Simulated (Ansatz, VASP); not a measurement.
# NiO in VASP and in Ansatz

```
CELL_PARAMETERS angstrom
0.00000 2.05806 2.05806
2.05806 0.00000 2.05806
2.05806 2.05806 0.00000
ATOMIC_POSITIONS crystal
Ni 0.00000 0.00000 0.00000
O 0.50000 0.50000 0.50000
```

Alike in both runs: functional PBEsol; k mesh 18 × 18 × 18; occupations gaussian, width 0.1 eV; collinear spin.

Ansatz relaxed the structure, and its values are those at the end. VASP's run is a single point on that final structure, the one shown.

|  | VASP | Ansatz |
| --- | --- | --- |
| version | VASP 6.6.1 | Ansatz 0.2.0 |
| potentials or method | VASP PAW PBE potentials, release 64 (Ni, O), cutoff 520 eV | scalar-relativistic, plane waves, PAW |
| valence electrons in the cell | 16 | 24 |

Ansatz gave:

```
gap on the k mesh at the Fermi level (eV)                     : none
pressure (GPa)                                                : 0.0
net moment per atom (μB)                                      : 0.63
size of the moment on the site where the two differ most (μB) : 1.04
```

What did VASP give for the same quantities?

gap on the k mesh at the Fermi level (eV): none; pressure (GPa): -1.3; net moment per atom (μB): 0.47; size of the moment on the site where the two differ most (μB): 0.80.

The net moments are unlike, so the other rows may belong to different states. VASP's potentials were made for PBE, not for PBEsol. Site moments also hang on the region over which each program counts them. A gap of «none» marks a metal or a gap that the smearing closes. VASP's potentials hold 16 valence electrons a cell and Ansatz's 24, so a difference there can come from the potentials and not from the codes.
